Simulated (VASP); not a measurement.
Here is a VASP 6.6.1 calculation.

INCAR

```
SYSTEM = SrAl2O2
PREC     = Accurate       ! precision mode
ENCUT    = 520            ! plane-wave cutoff, eV
EDIFF    = 1E-6           ! SCF threshold, eV
ISMEAR   = 0              ! smearing method
SIGMA    = 0.1            ! smearing width, eV
LREAL    = .FALSE.        ! projectors in reciprocal space
LASPH    = .TRUE.         ! aspherical terms in the spheres
NELM     = 100            ! most SCF steps
ALGO     = Normal         ! electronic algorithm
ISIF     = 2              ! what is computed and relaxed
LWAVE    = .FALSE.        ! write WAVECAR
LCHARG   = .FALSE.        ! write CHGCAR
GGA      = PE             ! functional
NBANDS   = 22             ! bands
```

The input KPOINTS:

```
Automatic mesh
0
G
  6 6 6
  0 0 0
```

File POSCAR:

```
SrAl2O2
1.0
   -1.8970563500      1.8970563500      4.7761743300
    1.8970563500     -1.8970563500      4.7761743300
    1.8970563500      1.8970563500     -4.7761743300
Sr Al O
1 2 2
Direct
    0.0000000000      0.0000000000      0.0000000000
    0.7500000000      0.2500000000      0.5000000000
    0.2500000000      0.7500000000      0.5000000000
    0.3595436200      0.3595436200      0.0000000000
    0.6404563800      0.6404563800      0.0000000000
```

Potentials or basis: VASP PAW PBE potentials, release 64 (Sr_sv, Al, O).

Run with:

```sh
$ cat potpaw_PBE.64/Sr_sv/POTCAR potpaw_PBE.64/Al/POTCAR potpaw_PBE.64/O/POTCAR > POTCAR
$ mpirun -np 1 vasp_std > vasp.out
```

(1) What does it give for the largest force?

(2) Estimate the pressure.

(3) What does it give for the band gap on the k mesh?

Answers

(1) 0.511 eV/Å.

(2) 17.3 GPa.

(3) zero (bands 14 and 15 overlap by 2.52 eV).

Caveat: the stress differs along the axes, from 11 to 31 GPa.
